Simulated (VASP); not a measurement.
Here is a VASP 6.6.1 calculation.

Contents of INCAR:

```
SYSTEM = Hg
PREC     = Accurate       ! precision mode
ENCUT    = 550            ! plane-wave cutoff, eV
EDIFF    = 1E-6           ! SCF threshold, eV
ISMEAR   = -1             ! smearing method
SIGMA    = 0.1            ! smearing width, eV
LREAL    = .False.        ! projectors in reciprocal space
LASPH    = .True.         ! aspherical terms in the spheres
NELM     = 120            ! most SCF steps
ALGO     = Normal         ! electronic algorithm
ISIF     = 2              ! what is computed and relaxed
LWAVE    = .False.        ! write WAVECAR
LCHARG   = .False.        ! write CHGCAR
GGA      = PS             ! functional
NBANDS   = 27             ! bands
GGA_COMPAT= .False.
```

Contents of KPOINTS:

```
regular mesh
0
Gamma
  7 7 7
  0 0 0
```

File POSCAR:

```
Hg
1.0
    0.0000000000      3.3125088942      3.3125088942
    3.3125088942      0.0000000000      3.3125088942
    3.3125088942      3.3125088942      0.0000000000
Hg
2
Direct
    1.0000000000      1.0000000000      1.0000000000
    0.2500000000      0.2500000000      0.2500000000
```

Potentials or basis: VASP PAW PBE potentials, release 64 (Hg_sv_GW).

Command:

```sh
$ cat potpaw_PBE.64/Hg_sv_GW/POTCAR > POTCAR
$ mpirun -np 1 vasp_std > vasp.out
```

What does it give for the pressure?

-0.1 GPa.

Estimate the band gap on the k mesh.

zero (bands 20 and 21 overlap by 3.04 eV).

Caveat: the PAW data sets were made with another functional, which shifts forces and pressure a little; spin-orbit coupling is left out, which moves the levels of the heavy elements.
